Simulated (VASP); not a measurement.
# Ti (Fm-3m) in VASP: settings compared

Aim: see how the results for Ti move with the level of theory and the settings. Levels: revPBE, r2SCAN, LDA, PBE, PBEsol. Tasks: single point, relaxation of cell and atoms.

Program: VASP 6.6.1. These are calculated values, not measurements. Logs are shortened: lines on timing, memory, paths and dates and some standing lists are left out, and cuts for length are marked.

**1. The cell of the first run**

The structure is cubic, space group Fm-3m (No. 225). The conventional cell has a = 4.141 Å, b = 4.141 Å, c = 4.141 Å, α = 90.00°, β = 90.00°, γ = 90.00°. Within 3.9 Å of Ti (site symmetry m-3m) lie 12 Ti at 2.93 Å.

**2. Single point, revPBE**

INCAR

```
ALGO     = Fast           # electronic algorithm
EDIFF    = 1E-6           # SCF threshold, eV
ENCUT    = 520            # plane-wave cutoff, eV
GGA      = RE             # functional
ISIF     = 2              # what is computed and relaxed
ISMEAR   = -1             # smearing method
LASPH    = True           # aspherical terms in the spheres
LCHARG   = False          # write CHGCAR
LREAL    = False          # projectors in reciprocal space
LWAVE    = False          # write WAVECAR
NBANDS   = 12             # bands
NELM     = 80             # most SCF steps
PREC     = Accurate       # precision mode
SIGMA    = 0.05           # smearing width, eV
```

KPOINTS

```
k-points
0
Gamma
  11 11 11
```

POSCAR

```
Ti
1.0
    0.0000000000      2.0704601199      2.0704601199
    2.0704601199      0.0000000000      2.0704601199
    2.0704601199      2.0704601199      0.0000000000
Ti
1
Direct
    0.0000000000      0.0000000000      0.0000000000
```

Potentials or basis: VASP PAW PBE potentials, release 64 (Ti_sv).

The run is started by

```
$ cat potpaw_PBE.64/Ti_sv/POTCAR > POTCAR
$ mpirun -np 1 vasp_std > vasp.out
```

OUTCAR:

```text
EDIFF = 1E-6
   ENCUT = 520
   GGA = RE
   ISIF = 2
   ISMEAR = -1
   LASPH = True
   LREAL = False
   NELM = 80
   PREC = Accurate

 ion  position               nearest neighbor table
   1  0.000  0.000  0.000-

  LATTYP: Found a face centered cubic cell.
 ALAT       =     4.1409202398

  Lattice vectors:

 A1 = (   0.0000000000,   2.0704601199,   2.0704601199)
 A2 = (   2.0704601199,   0.0000000000,   2.0704601199)
 A3 = (   2.0704601199,   2.0704601199,   0.0000000000)

Analysis of symmetry for initial positions (statically):
=====================================================================
 Subroutine PRICEL returns:
 Original cell was already a primitive cell.

 Routine SETGRP: Setting up the symmetry group for a
 face centered cubic supercell.

 Subroutine GETGRP returns: Found 48 space group operations
 (whereof 48 operations were pure point group operations)
 out of a pool of 48 trial point group operations.

The static configuration has the point symmetry O_h .

Analysis of symmetry for dynamics (positions and initial velocities):
=====================================================================
 Subroutine PRICEL returns:
 Original cell was already a primitive cell.

 Routine SETGRP: Setting up the symmetry group for a
 face centered cubic supercell.

 Subroutine GETGRP returns: Found 48 space group operations
 (whereof 48 operations were pure point group operations)
 out of a pool of 48 trial point group operations.

The dynamic configuration has the point symmetry O_h .

 Subroutine INISYM returns: Found 48 space group operations
 (whereof 48 operations are pure point group operations),
 and found     1 'primitive' translations

----------------------------------------------------------------------------------------

                                     Primitive cell

  volume of cell :      17.7513

  direct lattice vectors                    reciprocal lattice vectors
     0.000000000  2.070460120  2.070460120    -0.241492215  0.241492215  0.241492215
     2.070460120  0.000000000  2.070460120     0.241492215 -0.241492215  0.241492215
     2.070460120  2.070460120  0.000000000     0.241492215  0.241492215 -0.241492215

  length of vectors
     2.928072782  2.928072782  2.928072782     0.418276786  0.418276786  0.418276786

  position of ions in fractional coordinates (direct lattice)
     0.000000000  0.000000000  0.000000000

  ion indices of the primitive-cell ions
   primitive index   ion index
                 1           1

----------------------------------------------------------------------------------------

 KPOINTS: k-points

Automatic generation of k-mesh.
 Grid dimensions read from file:
 generate k-points for:   11   11   11

 Generating k-lattice:

  Cartesian coordinates                     Fractional coordinates (reciprocal lattice)
    -0.021953838  0.021953838  0.021953838     0.090909091  0.000000000  0.000000000
     0.021953838 -0.021953838  0.021953838     0.000000000  0.090909091  0.000000000
     0.021953838  0.021953838 -0.021953838     0.000000000  0.000000000  0.090909091

  Length of vectors
     0.038025162  0.038025162  0.038025162

  Shift w.r.t. Gamma in fractional coordinates (k-lattice)
     0.000000000  0.000000000  0.000000000

 Subroutine IBZKPT returns following result:
 ===========================================

 Found     56 irreducible k-points:

 Following reciprocal coordinates:
            Coordinates               Weight
  0.000000  0.000000  0.000000      1.000000
  0.090909  0.000000  0.000000      8.000000
  0.181818  0.000000  0.000000      8.000000
  0.272727  0.000000  0.000000      8.000000
  0.363636  0.000000  0.000000      8.000000
  0.454545  0.000000  0.000000      8.000000
[... 16 lines left out ...]
 -0.272727  0.181818  0.000000     24.000000
 -0.181818  0.181818  0.000000     12.000000
 [... further k-points ...]
   k-points           NKPTS =     56   k-points in BZ     NKDIM =     56   number of bands    NBANDS=     12
   number of dos      NEDOS =    301   number of ions     NIONS =      1
   total plane-waves  NPLWV =  13824
   dimension x,y,z NGX =    24 NGY =   24 NGZ =   24
   dimension x,y,z NGXF=    48 NGYF=   48 NGZF=   48
   ions per type =               1
   NGX,Y,Z   is equivalent  to a cutoff of  13.63, 13.63, 13.63 a.u.
   NGXF,Y,Z  is equivalent  to a cutoff of  27.25, 27.25, 27.25 a.u.
 SYSTEM =  unknown system
   PREC   = accura    normal or accurate (medium, high low for compatibility)
   ISTART =      0    job   : 0-new  1-cont  2-samecut
   ICHARG =      2    charge: 1-file 2-atom 10-const
   ISPIN  =      1    spin polarized calculation?
   LNONCOLLINEAR =      F non collinear calculations
   LSORBIT =      F    spin-orbit coupling
   LASPH  =      T    aspherical Exc in radial PAW
   ENCUT  =  520.0 eV  38.22 Ry    6.18 a.u.   5.44  5.44  5.44*2*pi/ulx,y,z
   NELM   =     80;   NELMIN=  2; NELMDL= -5     # of ELM steps
   EDIFF  = 0.1E-05   stopping-criterion for ELM
   LREAL  =      F    real-space projection
   EDIFFG = 0.1E-04   stopping-criterion for IOM
   NSW    =      0    number of steps for IOM
   IBRION =     -1    ionic relax: 0-MD 1-quasi-New 2-CG
   NFREE  =      0    steps in history (QN), initial steepest desc. (CG)
   ISIF   =      2    stress and relaxation
   ISYM   =      2    0-nonsym 1-usesym 2-fastsym
   POTIM  = 0.5000    time-step for ionic-motion
   TEBEG  =    0.0;   TEEND  =   0.0 temperature during run
   PSTRESS=    0.0 pullay stress
   NELECT =      12.0000    total number of electrons
   NUPDOWN=      -1.0000    fix difference up-down
   EMIN   =  10.00;   EMAX   =-10.00  energy-range for DOS
   EFERMI =   0.00;   METHOD = LEGACY
   ISMEAR =    -1;   SIGMA  =   0.05  broadening in eV -4-tet -1-fermi 0-gaus
   EFERMI_NEDOS =   21; number of points for ismear=-14 and -15
   IALGO  =     68    algorithm
   IMIX   =      4    mixing-type and parameters
     AMIX     =   0.40;   BMIX     =  1.00
     AMIX_MAG =   1.60;   BMIX_MAG =  1.00
  volume/ion in A,a.u.               =      17.75       119.79
  Fermi-wavevector in a.u.,A,eV,Ry     =   1.436785  2.715129 28.087193  2.064350
  Thomas-Fermi vector in A             =   2.555935
   LORBIT       =      0    0 simple, 1 ext, 2 COOP (PROOUT), +10 PAW based schemes
   GGA     = RE    functional components
   LHFCALC =     F    Hartree Fock is set to
   AEXX    =    0.0000 exact exchange contribution
   IVDW    =     0    specifies the selected vdW correction
   LEPSILON=     F    determine dielectric tensor
   LRPA    =     F    only Hartree local field effects (RPA)
 non-spin polarized calculation
 RMM-DIIS sequential band-by-band and
  energy-cutoff  :      520.00
  volume of cell :       17.75
 maximum number of plane-waves:       531
 NGX is ok and might be reduce to    24
   NGX = 11   NGY = 11   NGZ = 11

 number of electron      11.9999999 magnetization

 Free energy of the ion-electron system (eV)
  ---------------------------------------------------
  ext. energy  EPLUGINS =         0.00000000
  ---------------------------------------------------
  free energy    TOTEN  =        -7.46908147 eV

  energy without entropy =       -7.45551463  energy(sigma->0) =       -7.46229805

 E-fermi :   8.0687     XC(G=0): -11.3169

 val. band max:        8.0541595733   @ k =   0.2727   0.1818   0.0909
 cond. band min:       8.0715775280   @ k =   0.4545   0.0909   0.0000
 fundamental gap:      0.0174179546
 Fermi energy:         8.0686789044

 k-point     1 :       0.0000    0.0000    0.0000
  band No.  band energies     occupation
      1     -48.7711      2.00000
      2     -24.6062      2.00000
      3     -24.6062      2.00000
      4     -24.6062      2.00000
      5       2.0163      2.00000
      6       8.9458      0.00000
      7       8.9458      0.00000
      8       8.9458      0.00000
      9      10.5359      0.00000
     10      10.5359      0.00000
     11      23.1645      0.00000
     12      27.5632      0.00000

 k-point     2 :       0.0909    0.0000    0.0000
  band No.  band energies     occupation
      1     -48.7624      2.00000
      2     -24.6567      2.00000
      3     -24.6125      2.00000
      4     -24.6125      2.00000
      5       2.2766      2.00000
      6       8.7899      0.00000
      7       9.0353      0.00000
      8       9.0353      0.00000
      9      10.4809      0.00000
     10      10.4809      0.00000
     11      23.3287      0.00000
     12      25.7999      0.00000

 k-point     3 :       0.1818    0.0000    0.0000
  band No.  band energies     occupation
      1     -48.7391      2.00000
      2     -24.7910      2.00000
      3     -24.6296      2.00000
      4     -24.6296      2.00000
      5       3.0102      2.00000
      6       8.4258      0.00158
      7       9.1954      0.00000
      8       9.1954      0.00000
      9      10.4431      0.00000
     10      10.4431      0.00000
     11      22.5520      0.00000
     12      24.1963      0.00000
[... 286 lines left out ...]
 k-point    23 :      -0.2727    0.1818    0.0000
  band No.  band energies     occupation
      1     -48.6719      2.00000
      2     -25.0490      2.00000
      3     -24.8006      2.00000
      4     -24.6721      2.00000
      5       5.4655      2.00000
      6       7.7782      1.99402
      7       8.4544      0.00089
      8       9.5497      0.00000
      9      10.4074      0.00000
     10      12.1335      0.00000
     11      18.9796      0.00000
     12      21.2134      0.00000

 k-point    24 :      -0.1818    0.1818    0.0000
  band No.  band energies     occupation
      1     -48.6981      2.00000
      2     -24.9475      2.00000
      3     -24.7469      2.00000
      4     -24.6461      2.00000
      5       4.4444      2.00000
      6       7.9109      1.91819
      7       8.8727      0.00000
      8       9.8010      0.00000
      9       9.8022      0.00000
     10      11.4431      0.00000
     11      21.2702      0.00000
     12      21.6727      0.00000

 [... further k-points ...]

------------------------ aborting loop because EDIFF is reached ----------------------------------------

  FORCE on cell =-STRESS in cart. coord.  units (eV):
  Direction    XX          YY          ZZ          XY          YZ          ZX
  --------------------------------------------------------------------------------------
  -------------------------------------------------------------------------------------
  Total       -0.0414768     -0.0414768     -0.0414768      0.0000000     -0.0000000      0.0000000
  in kB       -3.7435602     -3.7435602     -3.7435602      0.0000000     -0.0000000      0.0000000
  external PRESSURE =      -3.7435602 kB  Pullay stress =       0.0000000 kB

 VOLUME and BASIS-vectors are now :
 -----------------------------------------------------------------------------
  energy-cutoff  :      520.00
  volume of cell :       17.75
      direct lattice vectors                 reciprocal lattice vectors
     0.000000000  2.070460120  2.070460120    -0.241492215  0.241492215  0.241492215
     2.070460120  0.000000000  2.070460120     0.241492215 -0.241492215  0.241492215
     2.070460120  2.070460120  0.000000000     0.241492215  0.241492215 -0.241492215

 POSITION                                       TOTAL-FORCE (eV/Angst)
 -----------------------------------------------------------------------------------
      0.00000      0.00000      0.00000        -0.000000      0.000000     -0.000000
 -----------------------------------------------------------------------------------
    total drift:                               -0.000000     -0.000000     -0.000000

  FREE ENERGIE OF THE ION-ELECTRON SYSTEM (eV)
  ---------------------------------------------------
  free  energy   TOTEN  =        -7.4690814677 eV

  energy  without entropy=       -7.4555146285  energy(sigma->0) =       -7.46229805
```

Wall time 14 s (1 thread of AMD EPYC 9R45 (Zen 5), shared host); peak memory 0.11 GiB.

Results:

| Item | Value |
| --- | --- |
| Free energy | -7.4691 eV |
| Pressure | -0.4 GPa |
| Band gap on the k mesh | zero (band 6 reaches 8.95 eV, above the bottom of band 7 at 7.81 eV) |

Caveat: the PAW data sets were made with another functional, which shifts forces and pressure a little.

**3. Single point, r2SCAN**

This run uses another cell than the first one, of 17.35 Å³/atom, 0.977 times its volume.

POSCAR

```
Ti
1.0
    0.0000000000      2.0546313378      2.0546313378
    2.0546313378      0.0000000000      2.0546313378
    2.0546313378      2.0546313378      0.0000000000
Ti
1
Direct
    0.0000000000      0.0000000000      0.0000000000
```

INCAR.step1

```
PREC = Accurate
ENCUT = 520
ISMEAR = -1
SIGMA = 0.05
LREAL = F
LASPH = T
NELM = 100
NBANDS = 12
GGA = PE
ALGO = Normal
EDIFF = 1E-4
LWAVE = T
LCHARG = F
```

INCAR.step2

```
PREC = Accurate
ENCUT = 520
EDIFF = 1E-7
ISMEAR = -1
SIGMA = 0.05
LREAL = F
LASPH = T
NELM = 100
ALGO = Normal
ISIF = 2
LWAVE = F
LCHARG = F
METAGGA = R2SCAN
LMIXTAU = T
NBANDS = 12
ISTART = 1
```

KPOINTS

```
regular mesh
0
Gamma
  11 11 11
```

Potentials or basis: VASP PAW PBE potentials, release 64 (Ti_sv).

The run is started by

```
$ cat potpaw_PBE.64/Ti_sv/POTCAR > POTCAR
$ cp INCAR.step1 INCAR
$ mpirun -np 1 vasp_std > vasp.out
$ cp INCAR.step2 INCAR
$ mpirun -np 1 vasp_std > vasp.out
```

Wall time 43 s (1 thread of AMD EPYC 9R45 (Zen 5), shared host); peak memory 0.12 GiB.

It converged, with:

```yaml
Free_energy: -12.8867 eV
Pressure: 0.4 GPa
Band_gap_on_the_k_mesh: zero (band 6 reaches 9.25 eV, above the bottom of band 7 at 7.98 eV)
```

Levels at points of the mesh, in eV from the Fermi level:
| k point | band 2 | band 3 | band 4 | band 5 | band 6 | band 7 | band 8 | band 9 | band 10 | band 11 |
| --- | --- | --- | --- | --- | --- | --- | --- | --- | --- | --- |
| (0.00, 0.00, 0.00) | -33.83 | -33.83 | -33.83 | -6.46 | 1.01 | 1.01 | 1.01 | 2.82 | 2.82 | 15.80 |

Caveat: the PAW data sets were made with another functional, which shifts forces and pressure a little.

**4. Relaxation of cell and atoms, LDA**

This run uses another cell than the first one, of 16.73 Å³/atom, 0.943 times its volume.

INCAR

```
PREC = Accurate
ENCUT = 600
EDIFF = 1E-7
ISMEAR = -1
SIGMA = 0.05
LREAL = F
LASPH = T
NELM = 60
ALGO = Normal
ISIF = 3
LWAVE = F
LCHARG = F
GGA = CA
IBRION = 2
NSW = 60
EDIFFG = -0.01
```

KPOINTS

```
Automatic mesh
0
Gamma
  11 11 11
```

POSCAR

```
Ti
1.0
    0.0000000000      2.0300000000      2.0300000000
    2.0300000000      0.0000000000      2.0300000000
    2.0300000000      2.0300000000      0.0000000000
Ti
1
Direct
    0.0000000000      0.0000000000      0.0000000000
```

Potentials or basis: VASP PAW LDA potentials, release 64 (Ti_sv).

The run is started by

```
$ cat potpaw_LDA.64/Ti_sv/POTCAR > POTCAR
$ mpirun -np 1 vasp_std > vasp.out
```

Wall time 17 s (1 thread of AMD EPYC 9R45 (Zen 5), shared host); peak memory 0.11 GiB.

It converged, with:

```yaml
Free_energy: -8.5111 eV
Relaxed_volume: 15.97 Å³/atom
Relaxed_cell: a = 2.827 Å, b = 2.827 Å, c = 2.827 Å, α = 60.00°, β = 60.00°, γ = 60.00°
Space_group_after_relaxing_to_0.05_Å: Fm-3m (No. 225)
Energy_gained_by_relaxing: 13.0 meV/atom
Ionic_steps: 3
Pressure_after_relaxing: 0.0 GPa
Band_gap_on_the_k_mesh: zero (band 6 reaches 9.80 eV, above the bottom of band 7 at 8.61 eV)
```

The path:
```tsv
step	energy change (eV)	largest force (eV/Å)	pressure (GPa)	volume (Å³)
1	0.0000	0.0000	-5.27	16.73
2	-0.0058	0.0000	4.46	15.43
3	-0.0130	0.0000	0.01	15.97
```

Final structure:
```yaml
crystal:
  lattice:
    - [0.00000, 1.99877, 1.99877]
    - [1.99877, 0.00000, 1.99877]
    - [1.99877, 1.99877, 0.00000]
  atoms:
    - { symbol: Ti, position: [0.00000, 0.00000, 0.00000] }
```

Levels at points of the mesh, in eV from the Fermi level:
| k point | band 4 | band 5 | band 6 | band 7 | band 8 | band 9 |
| --- | --- | --- | --- | --- | --- | --- |
| (0.00, 0.00, 0.00) | -31.99 | -6.20 | 0.90 | 0.90 | 0.90 | 2.70 |

LDA usually gives volumes a few per cent too small. Zero-point motion and thermal expansion aren't in these numbers.

**5. Relaxation of cell and atoms, PBE**

This run uses another cell than the first one, of 16.73 Å³/atom, 0.943 times its volume.

INCAR

```
SYSTEM = Ti
PREC     = Accurate       ! precision mode
ENCUT    = 600            ! plane-wave cutoff, eV
EDIFF    = 1E-7           ! SCF threshold, eV
ISMEAR   = -1             ! smearing method
SIGMA    = 0.05           ! smearing width, eV
LREAL    = .FALSE.        ! projectors in reciprocal space
LASPH    = .TRUE.         ! aspherical terms in the spheres
NELM     = 80             ! most SCF steps
ALGO     = Fast           ! electronic algorithm
ISIF     = 3              ! what is computed and relaxed
LWAVE    = .FALSE.        ! write WAVECAR
LCHARG   = .FALSE.        ! write CHGCAR
GGA      = PE             ! functional
IBRION   = 2              ! ionic algorithm
NSW      = 60             ! ionic steps
EDIFFG   = -0.01          ! ionic threshold
```

KPOINTS

```
Automatic mesh
0
G
  11 11 11
  0 0 0
```

POSCAR is that of step 4.

Potentials or basis: VASP PAW PBE potentials, release 64 (Ti_sv).

The run is started by

```
$ cat potpaw_PBE.64/Ti_sv/POTCAR > POTCAR
$ mpirun -np 1 vasp_std > vasp.out
```

Wall time 82 s (1 thread of AMD EPYC 9R45 (Zen 5), shared host); peak memory 0.12 GiB.

Results (log left out):

- Free energy: -7.7868 eV
- Relaxed volume: 17.32 Å³/atom
- Relaxed cell: a = 2.904 Å, b = 2.904 Å, c = 2.904 Å, α = 60.00°, β = 60.00°, γ = 60.00°
- Space group after relaxing (to 0.05 Å): Fm-3m (No. 225)
- Energy gained by relaxing: 6.9 meV/atom
- Ionic steps: 3
- Pressure after relaxing: 0.0 GPa
- Band gap on the k mesh: zero (band 6 reaches 9.14 eV, above the bottom of band 7 at 7.98 eV)

The path:
```
step  energy change (eV)  largest force (eV/Å)  pressure (GPa)  volume (Å³)
   1              0.0000                0.0000            3.83        16.73
   2             -0.0039                0.0000           -2.27        17.72
   3             -0.0069                0.0000           -0.04        17.32
```

Final structure:
```xyz
1
Lattice="0.0000 2.0534 2.0534 2.0534 0.0000 2.0534 2.0534 2.0534 0.0000" Properties=species:S:1:pos:R:3 pbc="T T T"
Ti    0.0000    0.0000    0.0000
```

Levels at points of the mesh, in eV from the Fermi level:
| k point | band 2 | band 3 | band 4 | band 5 | band 6 | band 7 | band 8 | band 9 | band 10 |
| --- | --- | --- | --- | --- | --- | --- | --- | --- | --- |
| (0.00, 0.00, 0.00) | -32.55 | -32.55 | -32.55 | -6.10 | 0.89 | 0.89 | 0.89 | 2.52 | 2.52 |

(Part 1 of 2 ends here.)
